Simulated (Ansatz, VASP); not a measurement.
Two plane-wave programs on SnO

```
Sn O
1.0
     4.02197    0.00000    0.00000
     0.00000    4.02197    0.00000
     0.00000    0.00000    5.06794
Sn O
2 2
Direct
  0.00000 0.50000 0.22869
  0.50000 0.00000 0.77131
  0.00000 0.00000 0.00000
  0.50000 0.50000 0.00000
```

Change from the starting cell: mode 4 frozen in at +0.000 Å, equal normal strain along x and y +0.0400.

Alike in both runs: task single point; functional PBE; k mesh 10 × 10 × 8; occupations gaussian, width 0.05 eV; no spin polarisation.

|  | VASP | Ansatz |
| --- | --- | --- |
| version | VASP 6.6.1 | Ansatz 0.2.0 |
| potentials or method | VASP PAW PBE potentials, release 64 (Sn_d, O), cutoff 520 eV | scalar-relativistic, plane waves, PAW |
| valence electrons in the cell | 40 | 40 |

|  | VASP | Ansatz | Ansatz less VASP |
| --- | --- | --- | --- |
| gap on the k mesh at the Fermi level (eV) | 0.84 | 0.83 | -0.002 |
| least direct gap on the mesh (eV) | 1.87 | 1.89 | +0.027 |
| pressure (GPa) | -5.6 | -5.8 | -0.13 |
| traceless stress, the component that is largest in VASP (GPa) | 2.38 | 2.38 | +0.008 |
| rms of the force components (eV/Å) | 0.272 | 0.298 | +0.0264 |

Atom by atom the forces differ by 0.026 eV/Å (rms over components). With one functional, cell and mesh, what is left measures potentials, basis and numerics.
